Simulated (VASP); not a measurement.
# SrO (Fm-3m) in VASP: settings compared, part 2 of 2

VASP 6.6.1. Earlier steps stand in the parts before.

**3. Single point, revPBE+D3(BJ)**

This run uses another cell than the first one, of 16.23 Å³/atom, 0.980 times its volume.

Contents of INCAR:

```
PREC = Accurate ; ENCUT = 520
EDIFF = 1E-7 ; ISMEAR = -1
SIGMA = 0.05 ; LREAL = F
LASPH = T ; NELM = 60
ALGO = Normal ; ISIF = 2
LWAVE = F ; LCHARG = F
GGA = RE ; IVDW = 12
NBANDS = 15
```

Contents of KPOINTS:

```
Automatic mesh
0
Gamma
  9 9 9
```

Contents of POSCAR:

```
SrO
1.0
    0.0000000000      2.5316160185      2.5316160185
    2.5316160185      0.0000000000      2.5316160185
    2.5316160185      2.5316160185      0.0000000000
Sr O
1 1
Direct
    0.5000000000      0.5000000000      0.5000000000
    0.0000000000      0.0000000000      0.0000000000
```

Potentials or basis: VASP PAW PBE potentials, release 64 (Sr_sv, O).

Run with:

```
$ cat potpaw_PBE.64/Sr_sv/POTCAR potpaw_PBE.64/O/POTCAR > POTCAR
$ mpirun -np 1 vasp_std > vasp.out
```

OUTCAR:

```text
PREC = Accurate
   ENCUT = 520
   EDIFF = 1E-7
   ISMEAR = -1
   LREAL = F
   LASPH = T
   NELM = 60
   ISIF = 2
   GGA = RE
   IVDW = 12
 IVDW          = 12

 ion  position               nearest neighbor table
   1  0.500  0.500  0.500-   2 2.53   2 2.53   2 2.53   2 2.53   2 2.53   2 2.53
   2  0.000  0.000  0.000-   1 2.53   1 2.53   1 2.53   1 2.53   1 2.53   1 2.53

  LATTYP: Found a face centered cubic cell.
 ALAT       =     5.0632320370

  Lattice vectors:

 A1 = (   0.0000000000,   2.5316160185,   2.5316160185)
 A2 = (   2.5316160185,   0.0000000000,   2.5316160185)
 A3 = (   2.5316160185,   2.5316160185,   0.0000000000)

Analysis of symmetry for initial positions (statically):
=====================================================================
 Subroutine PRICEL returns:
 Original cell was already a primitive cell.

 Routine SETGRP: Setting up the symmetry group for a
 face centered cubic supercell.

 Subroutine GETGRP returns: Found 48 space group operations
[... 9 lines left out ...]

 Routine SETGRP: Setting up the symmetry group for a
 face centered cubic supercell.

 Subroutine GETGRP returns: Found 48 space group operations
[... 11 lines left out ...]
                                     Primitive cell

  volume of cell :      32.4507

  direct lattice vectors                    reciprocal lattice vectors
     0.000000000  2.531616018  2.531616018    -0.197502305  0.197502305  0.197502305
     2.531616018  0.000000000  2.531616018     0.197502305 -0.197502305  0.197502305
     2.531616018  2.531616018  0.000000000     0.197502305  0.197502305 -0.197502305

  length of vectors
     3.580245708  3.580245708  3.580245708     0.342084028  0.342084028  0.342084028

  position of ions in fractional coordinates (direct lattice)
     0.500000000  0.500000000  0.500000000
     0.000000000  0.000000000  0.000000000

  ion indices of the primitive-cell ions
   primitive index   ion index
                 1           1
                 2           2

----------------------------------------------------------------------------------------

[... 97 lines left out ...]
   IVDW    =    12    specifies the selected vdW correction
   LEPSILON=     F    determine dielectric tensor
   LRPA    =     F    only Hartree local field effects (RPA)
 non-spin polarized calculation
  energy-cutoff  :      520.00
  volume of cell :       32.45
 maximum number of plane-waves:       895
   NGX = 13   NGY = 13   NGZ = 13

 number of electron      15.9999996 magnetization

 Free energy of the ion-electron system (eV)
  ---------------------------------------------------
  ext. energy  EPLUGINS =         0.00000000
  ---------------------------------------------------
  free energy    TOTEN  =       -11.34771248 eV

  energy without entropy =      -11.34771248  energy(sigma->0) =      -11.34771248

 E-fermi :   3.0290     XC(G=0): -10.0662

 val. band max:        2.0183114955   @ k =   0.0000   0.0000   0.0000
 cond. band min:       5.3982192256   @ k =   0.4444   0.4444   0.0000
 fundamental gap:      3.3799077301
 Fermi energy:         3.0289685043

 k-point     1 :       0.0000    0.0000    0.0000
  band No.  band energies     occupation
      1     -30.2830      2.00000
      2     -13.2004      2.00000
      3     -11.8753      2.00000
      4     -11.8753      2.00000
      5     -11.8753      2.00000
      6       2.0183      2.00000
      7       2.0183      2.00000
      8       2.0183      2.00000
      9       6.4756      0.00000
     10       8.3744      0.00000
     11       8.3744      0.00000
     12       8.3744      0.00000
     13      10.6043      0.00000
     14      10.6043      0.00000
[... 401 lines left out ...]
      2     -13.4715      2.00000
      3     -12.6335      2.00000
      4     -12.2788      2.00000
      5     -12.2788      2.00000
      6       1.5529      2.00000
      7       1.9542      2.00000
      8       1.9542      2.00000
      9       5.3982      0.00000
     10      10.1119      0.00000
     11      12.3986      0.00000
     12      12.9295      0.00000
     13      13.2848      0.00000
     14      13.2848      0.00000
     15      16.8503      0.00000

 [... further k-points ...]

------------------------ aborting loop because EDIFF is reached ----------------------------------------

 Edisp (eV)   -0.92682

 E8    (eV) :    -0.6724

  FORCE on cell =-STRESS in cart. coord.  units (eV):
  Direction    XX          YY          ZZ          XY          YZ          ZX
  --------------------------------------------------------------------------------------
  -------------------------------------------------------------------------------------
  Total       1.22400     1.22400     1.22400    -0.00000     0.00000    -0.00000
  in kB      60.43230    60.43230    60.43230    -0.00000     0.00000    -0.00000
  external pressure =       60.43 kB  Pullay stress =        0.00 kB

 VOLUME and BASIS-vectors are now :
 -----------------------------------------------------------------------------
  energy-cutoff  :      520.00
  volume of cell :       32.45
      direct lattice vectors                 reciprocal lattice vectors
     0.000000000  2.531616018  2.531616018    -0.197502305  0.197502305  0.197502305
     2.531616018  0.000000000  2.531616018     0.197502305 -0.197502305  0.197502305
     2.531616018  2.531616018  0.000000000     0.197502305  0.197502305 -0.197502305

 POSITION                                       TOTAL-FORCE (eV/Angst)
 -----------------------------------------------------------------------------------
      2.53162      2.53162      2.53162         0.000000      0.000000      0.000000
      0.00000      0.00000      0.00000        -0.000000     -0.000000     -0.000000
 -----------------------------------------------------------------------------------
    total drift:                                0.000000      0.000000      0.000000

  FREE ENERGIE OF THE ION-ELECTRON SYSTEM (eV)
  ---------------------------------------------------
  free  energy   TOTEN  =       -12.2745342684 eV

  energy  without entropy=      -12.2745342683  energy(sigma->0) =      -12.27453427
```

OSZICAR:

```text
N       E                     dE             d eps       ncg     rms          rms(c)
DAV:   1     0.635002404471E+02    0.63500E+02   -0.77862E+03  1050   0.101E+03
DAV:   2    -0.102871208654E+02   -0.73787E+02   -0.68123E+02  1441   0.220E+02
DAV:   3    -0.134634892320E+02   -0.31764E+01   -0.31616E+01  1484   0.390E+01
DAV:   4    -0.135348454421E+02   -0.71356E-01   -0.71335E-01  1323   0.431E+00
DAV:   5    -0.135352039524E+02   -0.35851E-03   -0.35851E-03  1341   0.277E-01    0.177E+01
DAV:   6    -0.114399055072E+02    0.20953E+01   -0.64495E+00  1085   0.198E+01    0.206E+01
DAV:   7    -0.113370878456E+02    0.10282E+00   -0.24500E-01  1295   0.461E+00    0.120E+01
DAV:   8    -0.113441121514E+02   -0.70243E-02   -0.11370E-01  1309   0.342E+00    0.544E-01
DAV:   9    -0.113464395394E+02   -0.23274E-02   -0.51499E-03  1277   0.526E-01    0.253E-01
DAV:  10    -0.113475513279E+02   -0.11118E-02   -0.10715E-03  1092   0.265E-01    0.631E-02
DAV:  11    -0.113476762184E+02   -0.12489E-03   -0.12033E-04  1211   0.866E-02    0.321E-02
DAV:  12    -0.113477127408E+02   -0.36522E-04   -0.62919E-05  1099   0.568E-02    0.634E-03
DAV:  13    -0.113477125454E+02    0.19539E-06   -0.78854E-07  1288   0.777E-03    0.384E-03
DAV:  14    -0.113477124811E+02    0.64306E-07   -0.25627E-07  1140   0.362E-03
   1 F= -.12274534E+02 E0= -.12274534E+02  d E =-.809314E-10
```

Run time: 20 s. Hardware: 1 thread of AMD EPYC 7R43 (Zen 3), shared host; peak memory 0.14 GiB.

Results:

| Item | Value |
| --- | --- |
| Free energy | -12.2745 eV |
| Pressure | 6.0 GPa |
| Band gap on the k mesh | 3.38 eV, indirect (least direct gap 3.44 eV) |
| Dispersion energy per atom | -0.463 eV |

Caveat: the PAW data sets were made with another functional, which shifts forces and pressure a little. As with any semilocal functional, this revPBE gap is likely too small.
